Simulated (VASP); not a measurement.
AlIn2As3, 6 atoms in the cell. It takes space group P3m1 (No. 156, trigonal). Conventional cell: a = 4.263 Å, b = 4.263 Å, c = 10.463 Å, α = 90.00°, β = 90.00°, γ = 120.00°. Within 3.3 Å of Al (site symmetry 3m) lie 4 As at 2.47 to 2.57 Å. In (site symmetry 3m) has 4 As at 2.64 to 2.66 Å within 3.5 Å. In (site symmetry 3m) has 4 As at 2.64 to 2.68 Å within 3.5 Å. Within 3.3 Å of As (site symmetry 3m) lie 1 Al at 2.47 Å and 3 In at 2.64 Å. As (site symmetry 3m) has 4 In at 2.64 to 2.66 Å within 3.5 Å. As (site symmetry 3m) has 3 Al at 2.57 Å and 1 In at 2.68 Å within 3.4 Å. 

```yaml
Program: VASP 6.6.1
Task: single point
Functional: PBE
Potentials_or_basis: VASP PAW PBE potentials, release 64 (Al, In_d, As)
Cutoff: 520 eV
k_mesh: 6 × 6 × 2
Occupations: gaussian, width 0.1 eV
Spin: no spin polarisation
Dipole_correction: no
Further_INCAR_settings: ALGO = Normal; EDIFF = 1e-06; NBANDS = 31
```

Potentials or basis: VASP PAW PBE potentials, release 64 (Al, In_d, As).

The run is started by

```console
$ cat potpaw_PBE.64/Al/POTCAR potpaw_PBE.64/In_d/POTCAR potpaw_PBE.64/As/POTCAR > POTCAR
$ mpirun -np 1 vasp_std > vasp.out
```

Hardware: 1 thread of Intel(R) Xeon(R) Platinum 8488C (Sapphire Rapids) (shared host).

Q: Estimate the wall time of this run.

A: It took 56 s on 1 thread of Intel(R) Xeon(R) Platinum 8488C (Sapphire Rapids), on a shared host, peak memory 0.3 GiB. Counts: scf iterations 15, k points 14.
